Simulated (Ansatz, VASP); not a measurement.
Mg6F in VASP and in Ansatz

```xyz
7
Lattice="3.2034 0.0000 0.0000 -1.6017 7.8153 0.0000 0.0000 0.0000 20.9851" Properties=species:S:1:pos:R:3 pbc="T T T"
Mg    1.6017    5.4612    4.0000
Mg    1.6017    0.3283    4.6117
Mg    0.0000    3.0107    5.2233
Mg    0.0010    5.7949    6.8894
Mg    0.0029    0.6522    7.4337
Mg    1.6026    3.3224    7.9851
F     1.2021    5.2762   11.0151
```

Alike in both runs: task single point; functional PBE; k mesh 9 × 4 × 1; occupations gaussian, width 0.1 eV; no spin polarisation.

|  | VASP | Ansatz |
| --- | --- | --- |
| version | VASP 6.6.1 | Ansatz 0.2.0 |
| potentials or method | VASP PAW PBE potentials, release 64 (Mg, F), cutoff 520 eV | scalar-relativistic, plane waves, PAW |
| valence electrons in the cell | 19 | 67 |

|  | VASP | Ansatz | Ansatz less VASP |
| --- | --- | --- | --- |
| gap on the k mesh at the Fermi level (eV) | none | none | - |
| rms of the force components (eV/Å) | 0.262 | 0.264 | +0.0015 |
| work function, face that differs most (eV) | 3.56 | 3.56 | -0.004 |

Atom by atom the forces differ by 0.003 eV/Å (rms over components). A gap of «none» marks a metal or a gap that the smearing closes. VASP's potentials hold 19 valence electrons a cell and Ansatz's 67, so a difference there can come from the potentials and not from the codes.
